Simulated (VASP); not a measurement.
# VN2 (I4/mcm) in VASP: notebook

The runs below take VN2 through single point, with PBE.

Everything below comes from runs of VASP 6.6.1. Logs are shortened: lines on timing, memory, paths and dates and some standing lists are left out, and cuts for length are marked.

### 1 The cell of the first run

The structure is tetragonal, space group I4/mcm (No. 140). Conventional cell: a = 4.522 Å, b = 4.522 Å, c = 4.968 Å, α = 90.00°, β = 90.00°, γ = 90.00°. Within 2.9 Å of V (site symmetry 422) lie 8 N at 2.20 Å and 2 V at 2.48 Å. Within 1.9 Å of N (site symmetry m2m) lie 1 N at 1.45 Å.

### 2 Single point, PBE (strain +0.050 along x and y, +0.000 along z)

File INCAR:

```
ALGO = Normal ; EDIFF = 1E-6
ENCUT = 520 ; GGA = PE
ISIF = 2 ; ISMEAR = 0
LASPH = T ; LCHARG = T
LELF = T ; LREAL = F
LVHAR = T ; LWAVE = F
NBANDS = 32 ; NELM = 80
PREC = Accurate ; SIGMA = 0.15
```

File KPOINTS:

```
k-points
0
Gamma
  16 16 16
```

File POSCAR:

```
VN2
1.0
   -2.2610164389      2.2610164389      2.4842410755
    2.2610164389     -2.2610164389      2.4842410755
    2.2610164389      2.2610164389     -2.4842410755
V N
2 4
Direct
    0.2500000000      0.2500000000      0.0000000000
    0.7500000000      0.7500000000      0.0000000000
    0.1135731475      0.6135731475      0.7271462950
    0.6135731475      0.8864268525      0.5000000000
    0.8864268525      0.3864268525      0.2728537050
    0.3864268525      0.1135731475      0.5000000000
```

Potentials or basis: VASP PAW PBE potentials, release 64 (V_sv, N).

Run with:

```bash
$ cat potpaw_PBE.64/V_sv/POTCAR potpaw_PBE.64/N/POTCAR > POTCAR
$ mpirun -np 1 vasp_std > vasp.out
```

OUTCAR:

```text
EDIFF = 1E-6
   ENCUT = 520
   GGA = PE
   ISIF = 2
   ISMEAR = 0
   LASPH = T
   LREAL = F
   NELM = 80
   PREC = Accurate

 ion  position               nearest neighbor table
   1  0.250  0.250  0.000-   5 2.20   4 2.20   3 2.20   5 2.20   6 2.20   6 2.20   3 2.20   4 2.20
                             2 2.48   2 2.48
   2  0.750  0.750  0.000-   6 2.20   5 2.20   3 2.20   4 2.20   5 2.20   4 2.20   6 2.20   3 2.20
                             1 2.48   1 2.48
   3  0.114  0.614  0.727-   5 1.45   1 2.20   1 2.20   2 2.20   2 2.20
   4  0.614  0.886  0.500-   6 1.45   2 2.20   1 2.20   2 2.20   1 2.20
   5  0.886  0.386  0.273-   3 1.45   2 2.20   1 2.20   2 2.20   1 2.20
   6  0.386  0.114  0.500-   4 1.45   1 2.20   2 2.20   1 2.20   2 2.20

  LATTYP: Found a body centered tetragonal cell.
 ALAT       =     4.5220328778
 C/A-ratio  =     1.0987275602

  Lattice vectors:

 A1 = (  -2.2610164389,   2.2610164389,   2.4842410755)
 A2 = (   2.2610164389,  -2.2610164389,   2.4842410755)
 A3 = (   2.2610164389,   2.2610164389,  -2.4842410755)

Analysis of symmetry for initial positions (statically):
=====================================================================
 Subroutine PRICEL returns:
 Original cell was already a primitive cell.

 Routine SETGRP: Setting up the symmetry group for a
 body centered tetragonal supercell.

 Subroutine GETGRP returns: Found 16 space group operations
 (whereof  8 operations were pure point group operations)
 out of a pool of 16 trial point group operations.

The static configuration has the point symmetry C_4h.
 The point group associated with its full space group is D_4h.

Analysis of symmetry for dynamics (positions and initial velocities):
=====================================================================
 Subroutine PRICEL returns:
 Original cell was already a primitive cell.

 Routine SETGRP: Setting up the symmetry group for a
 body centered tetragonal supercell.

 Subroutine GETGRP returns: Found 16 space group operations
 (whereof  8 operations were pure point group operations)
 out of a pool of 16 trial point group operations.

The dynamic configuration has the point symmetry C_4h.
 The point group associated with its full space group is D_4h.

 Subroutine INISYM returns: Found 16 space group operations
 (whereof  8 operations are pure point group operations),
 and found     1 'primitive' translations

----------------------------------------------------------------------------------------

                                     Primitive cell

  volume of cell :      50.7997

  direct lattice vectors                    reciprocal lattice vectors
    -2.261016439  2.261016439  2.484241075     0.000000000  0.221139480  0.201268711
     2.261016439 -2.261016439  2.484241075     0.221139480  0.000000000  0.201268711
     2.261016439  2.261016439 -2.484241075     0.221139480  0.221139480  0.000000000

  length of vectors
     4.049178237  4.049178237  4.049178237     0.299017999  0.299017999  0.312738452

  position of ions in fractional coordinates (direct lattice)
     0.250000000  0.250000000  0.000000000
     0.750000000  0.750000000  0.000000000
     0.113573147  0.613573147  0.727146295
     0.613573147  0.886426853  0.500000000
     0.886426853  0.386426853  0.272853705
     0.386426853  0.113573147  0.500000000

  ion indices of the primitive-cell ions
   primitive index   ion index
                 1           1
                 2           2
                 3           3
                 4           4
                 5           5
                 6           6

----------------------------------------------------------------------------------------

 KPOINTS: k-points

Automatic generation of k-mesh.
 Grid dimensions read from file:
 generate k-points for:   16   16   16

 Generating k-lattice:

  Cartesian coordinates                     Fractional coordinates (reciprocal lattice)
     0.000000000  0.013821218  0.012579294     0.062500000  0.000000000 -0.000000000
     0.013821218  0.000000000  0.012579294     0.000000000  0.062500000 -0.000000000
     0.013821218  0.013821218  0.000000000     0.000000000  0.000000000  0.062500000

  Length of vectors
     0.018688625  0.018688625  0.019546153

  Shift w.r.t. Gamma in fractional coordinates (k-lattice)
     0.000000000  0.000000000  0.000000000

 Subroutine IBZKPT returns following result:
 ===========================================

 Found    349 irreducible k-points:

 Following reciprocal coordinates:
            Coordinates               Weight
  0.000000  0.000000  0.000000      1.000000
  0.062500  0.000000  0.000000      8.000000
  0.125000  0.000000  0.000000      8.000000
  0.187500  0.000000 -0.000000      8.000000
  0.250000  0.000000  0.000000      8.000000
  0.312500 -0.000000  0.000000      8.000000
[... 16 lines left out ...]
 -0.125000  0.062500  0.000000     16.000000
 -0.062500  0.062500  0.000000      4.000000
 [... further k-points ...]
   k-points           NKPTS =    349   k-points in BZ     NKDIM =    349   number of bands    NBANDS=     32
   number of dos      NEDOS =    301   number of ions     NIONS =      6
   total plane-waves  NPLWV =  27000
   dimension x,y,z NGX =    30 NGY =   30 NGZ =   30
   dimension x,y,z NGXF=    60 NGYF=   60 NGZF=   60
   ions per type =               2   4
   NGX,Y,Z   is equivalent  to a cutoff of  12.32, 12.32, 12.32 a.u.
   NGXF,Y,Z  is equivalent  to a cutoff of  24.63, 24.63, 24.63 a.u.
 SYSTEM =  unknown system
   PREC   = accura    normal or accurate (medium, high low for compatibility)
   ISTART =      0    job   : 0-new  1-cont  2-samecut
   ICHARG =      2    charge: 1-file 2-atom 10-const
   ISPIN  =      1    spin polarized calculation?
   LNONCOLLINEAR =      F non collinear calculations
   LSORBIT =      F    spin-orbit coupling
   LASPH  =      T    aspherical Exc in radial PAW
   ENCUT  =  520.0 eV  38.22 Ry    6.18 a.u.   7.53  7.53  7.53*2*pi/ulx,y,z
   NELM   =     80;   NELMIN=  2; NELMDL= -5     # of ELM steps
   EDIFF  = 0.1E-05   stopping-criterion for ELM
   LREAL  =      F    real-space projection
   EDIFFG = 0.1E-04   stopping-criterion for IOM
   NSW    =      0    number of steps for IOM
   IBRION =     -1    ionic relax: 0-MD 1-quasi-New 2-CG
   NFREE  =      0    steps in history (QN), initial steepest desc. (CG)
   ISIF   =      2    stress and relaxation
   ISYM   =      2    0-nonsym 1-usesym 2-fastsym
   POTIM  = 0.5000    time-step for ionic-motion
   TEBEG  =    0.0;   TEEND  =   0.0 temperature during run
   PSTRESS=    0.0 pullay stress
   NELECT =      46.0000    total number of electrons
   NUPDOWN=      -1.0000    fix difference up-down
   EMIN   =  10.00;   EMAX   =-10.00  energy-range for DOS
   EFERMI =   0.00;   METHOD = LEGACY
   ISMEAR =     0;   SIGMA  =   0.15  broadening in eV -4-tet -1-fermi 0-gaus
   EFERMI_NEDOS =   21; number of points for ismear=-14 and -15
   IALGO  =     38    algorithm
   IMIX   =      4    mixing-type and parameters
     AMIX     =   0.40;   BMIX     =  1.00
     AMIX_MAG =   1.60;   BMIX_MAG =  1.00
  volume/ion in A,a.u.               =       8.47        57.14
  Fermi-wavevector in a.u.,A,eV,Ry     =   1.583824  2.992994 34.130214  2.508500
  Thomas-Fermi vector in A             =   2.683536
   LORBIT       =      0    0 simple, 1 ext, 2 COOP (PROOUT), +10 PAW based schemes
   GGA     = PE    functional components
   LHFCALC =     F    Hartree Fock is set to
   AEXX    =    0.0000 exact exchange contribution
   IVDW    =     0    specifies the selected vdW correction
   LEPSILON=     F    determine dielectric tensor
   LRPA    =     F    only Hartree local field effects (RPA)
 non-spin polarized calculation
 Gauss-broadening in eV      SIGMA  =   0.15
  energy-cutoff  :      520.00
  volume of cell :       50.80
 maximum number of plane-waves:      1391
   NGX = 15   NGY = 15   NGZ = 15

 number of electron      45.9999982 magnetization

 Free energy of the ion-electron system (eV)
  ---------------------------------------------------
  ext. energy  EPLUGINS =         0.00000000
  ---------------------------------------------------
  free energy    TOTEN  =       -52.80290408 eV

  energy without entropy =      -52.78038739  energy(sigma->0) =      -52.79164573

 E-fermi :   9.7673     XC(G=0): -13.1079

 val. band max:        9.7604652477   @ k =   0.5000   0.3125   0.0625
 cond. band min:       9.7709771761   @ k =   0.4375   0.3750   0.0625
 fundamental gap:      0.0105119284
 Fermi energy:         9.7673469278

 k-point     1 :       0.0000    0.0000    0.0000
  band No.  band energies     occupation
      1     -55.7271      2.00000
      2     -55.5802      2.00000
      3     -29.7790      2.00000
      4     -29.5699      2.00000
      5     -29.5699      2.00000
      6     -29.5296      2.00000
[... 24 lines left out ...]
     31      11.7791      0.00000
     32      13.8983      0.00000

 k-point     2 :       0.0625    0.0000    0.0000
  band No.  band energies     occupation
      1     -55.7257      2.00000
      2     -55.5816      2.00000
      3     -29.7713      2.00000
      4     -29.5698      2.00000
      5     -29.5697      2.00000
      6     -29.5303      2.00000
[... 24 lines left out ...]
     31      11.8286      0.00000
     32      13.8446      0.00000

 k-point     3 :       0.1250    0.0000    0.0000
  band No.  band energies     occupation
      1     -55.7215      2.00000
      2     -55.5858      2.00000
      3     -29.7483      2.00000
      4     -29.5697      2.00000
      5     -29.5691      2.00000
      6     -29.5322      2.00000
[... 24 lines left out ...]
     31      11.9979      0.00000
     32      13.6886      0.00000

 k-point     4 :       0.1875    0.0000   -0.0000
  band No.  band energies     occupation
      1     -55.7147      2.00000
      2     -55.5926      2.00000
      3     -29.7109      2.00000
      4     -29.5693      2.00000
      5     -29.5681      2.00000
      6     -29.5352      2.00000
[... 24 lines left out ...]
     31      12.1839      0.00000
     32      13.4468      0.00000

 k-point     5 :       0.2500    0.0000    0.0000
  band No.  band energies     occupation
      1     -55.7056      2.00000
      2     -55.6017      2.00000
      3     -29.6602      2.00000
      4     -29.5685      2.00000
      5     -29.5665      2.00000
      6     -29.5391      2.00000
[... 584 lines left out ...]
     31      12.3571      0.00000
     32      13.2108      0.00000

 k-point    22 :      -0.1875    0.0625    0.0000
  band No.  band energies     occupation
      1     -55.7207      2.00000
      2     -55.5865      2.00000
      3     -29.7503      2.00000
      4     -29.5811      2.00000
      5     -29.5683      2.00000
      6     -29.5333      2.00000
[... 24 lines left out ...]
     31      12.2041      0.00000
     32      13.4862      0.00000

 k-point    23 :      -0.1250    0.0625    0.0000
  band No.  band energies     occupation
      1     -55.7252      2.00000
      2     -55.5821      2.00000
      3     -29.7727      2.00000
      4     -29.5779      2.00000
      5     -29.5690      2.00000
      6     -29.5311      2.00000
[... 24 lines left out ...]
     31      12.0052      0.00000
     32      13.6987      0.00000

 k-point    24 :      -0.0625    0.0625    0.0000
  band No.  band energies     occupation
      1     -55.7268      2.00000
      2     -55.5805      2.00000
      3     -29.7797      2.00000
      4     -29.5740      2.00000
      5     -29.5695      2.00000
      6     -29.5301      2.00000
[... 24 lines left out ...]
     31      11.8578      0.00000
     32      13.8222      0.00000

 [... further k-points ...]

------------------------ aborting loop because EDIFF is reached ----------------------------------------

  FORCE on cell =-STRESS in cart. coord.  units (eV):
  Direction    XX          YY          ZZ          XY          YZ          ZX
  --------------------------------------------------------------------------------------
  -------------------------------------------------------------------------------------
  Total      -11.4760533    -11.4760533     -2.3824114      0.0000000      0.0000000      0.0000000
  in kB     -361.9444904   -361.9444904    -75.1391318      0.0000000      0.0000000      0.0000000
  external PRESSURE =    -266.3427042 kB  Pullay stress =       0.0000000 kB

 VOLUME and BASIS-vectors are now :
 -----------------------------------------------------------------------------
  energy-cutoff  :      520.00
  volume of cell :       50.80
      direct lattice vectors                 reciprocal lattice vectors
    -2.261016439  2.261016439  2.484241075     0.000000000  0.221139480  0.201268711
     2.261016439 -2.261016439  2.484241075     0.221139480  0.000000000  0.201268711
     2.261016439  2.261016439 -2.484241075     0.221139480  0.221139480  0.000000000

 POSITION                                       TOTAL-FORCE (eV/Angst)
 -----------------------------------------------------------------------------------
      0.00000      0.00000      1.24212        -0.000000     -0.000000     -0.000000
      0.00000      0.00000      3.72636         0.000000     -0.000000     -0.000000
      2.77460      0.51358     -0.00000        -0.496720     -0.496720     -0.000000
      1.74743      0.51358      2.48424         0.496720     -0.496720     -0.000000
     -0.51358      1.74743      2.48424         0.496720      0.496720      0.000000
      0.51358      1.74743      0.00000        -0.496720      0.496720     -0.000000
 -----------------------------------------------------------------------------------
    total drift:                                0.000000     -0.000000      0.000000

  FREE ENERGIE OF THE ION-ELECTRON SYSTEM (eV)
  ---------------------------------------------------
  free  energy   TOTEN  =       -52.8029040767 eV

  energy  without entropy=      -52.7803873907  energy(sigma->0) =      -52.79164573
```

Wall time 4.2 min (1 thread of Intel Xeon 6975P-C (Granite Rapids), shared host); peak memory 0.51 GiB.

What came out:

| Quantity | Value |
| --- | --- |
| Free energy | -52.8029 eV |
| Pressure | -26.6 GPa |
| Largest force | 0.702 eV/Å |
| Band gap on the k mesh | zero (bands 23 and 24 overlap by 0.43 eV) |

Forces in eV/Å, atoms in the order of the input:
```
V    0.000  0.000  0.000
V    0.000  0.000  0.000
N   -0.497 -0.497  0.000
N    0.497 -0.497  0.000
N    0.497  0.497  0.000
N   -0.497  0.497  0.000
```

Stress tensor (GPa, compression positive):
```
-36.19   0.00   0.00
  0.00 -36.19   0.00
  0.00   0.00  -7.51
```

Caveat: the cell differs from its parent crystal (strain +0.050 along x and y, +0.000 along z); the stress differs along the axes, from -36 to -8 GPa; the run has no spin polarisation, though such a crystal can be magnetic.

### 3 Single point, PBE (strain +0.025 along x and y, +0.050 along z)

File INCAR:

```
SYSTEM = VN2
PREC = Accurate
ENCUT = 520
EDIFF = 1E-7
ISMEAR = 0
SIGMA = 0.15
LREAL = .False.
LASPH = .True.
NELM = 60
ALGO = Normal
ISIF = 2
LWAVE = .False.
LCHARG = .True.
GGA = PE
LELF = .True.
LVHAR = .True.
NBANDS = 32
```

File KPOINTS:

```
regular mesh
0
Gamma
  16 16 16
  0 0 0
```

Edit POSCAR of step 2 so:

```diff
@@ -2,5 +2,5 @@
 1.0
-   -2.2610164389      2.2610164389      2.4842410755
-    2.2610164389     -2.2610164389      2.4842410755
-    2.2610164389      2.2610164389     -2.4842410755
+   -2.2071827141      2.2071827141      2.6084531293
+    2.2071827141     -2.2071827141      2.6084531293
+    2.2071827141      2.2071827141     -2.6084531293
 V N
```

Potentials or basis: VASP PAW PBE potentials, release 64 (V_sv, N).

Run with:

```bash
$ cat potpaw_PBE.64/V_sv/POTCAR potpaw_PBE.64/N/POTCAR > POTCAR
$ mpirun -np 1 vasp_std > vasp.out
```

Run time: 4.2 min. Hardware: 1 thread of Intel Xeon 6975P-C (Granite Rapids), shared host; peak memory 0.51 GiB.

Results (log left out):

```
Free energy            : -52.9655 eV
Pressure               : -24.7 GPa
Largest force          : 0.619 eV/Å
Band gap on the k mesh : zero (bands 23 and 24 overlap by 0.31 eV)
```

Forces in eV/Å, atoms in the order of the input:
```
V    0.000  0.000  0.000
V    0.000  0.000  0.000
N   -0.437 -0.437  0.000
N    0.437 -0.437  0.000
N    0.437  0.437  0.000
N   -0.437  0.437  0.000
```

Stress tensor (GPa, compression positive):
```
-23.29   0.00   0.00
  0.00 -23.29   0.00
  0.00   0.00 -27.51
```

Levels at points of the mesh, in eV from the Fermi level:
```tsv
k point	band 20	band 21	band 22	band 23	band 24	band 25	band 26	band 27
(0.00, 0.00, 0.00)	-2.48	-2.25	-2.25	-2.15	0.69	0.80	0.80	0.98
(0.50, 0.00, 0.00)	-2.94	-2.74	-2.74	0.17	0.17	0.63	0.63	0.84
(0.50, 0.50, 0.00)	-4.17	-2.37	-2.18	-1.08	0.03	0.66	0.99	1.49
(0.50, 0.50, 0.50)	-1.92	-1.92	-0.22	-0.15	-0.07	0.05	0.06	1.66
```

Caveat: the cell differs from its parent crystal (strain +0.025 along x and y, +0.050 along z); the cell stands under tension; the run has no spin polarisation, though such a crystal can be magnetic.
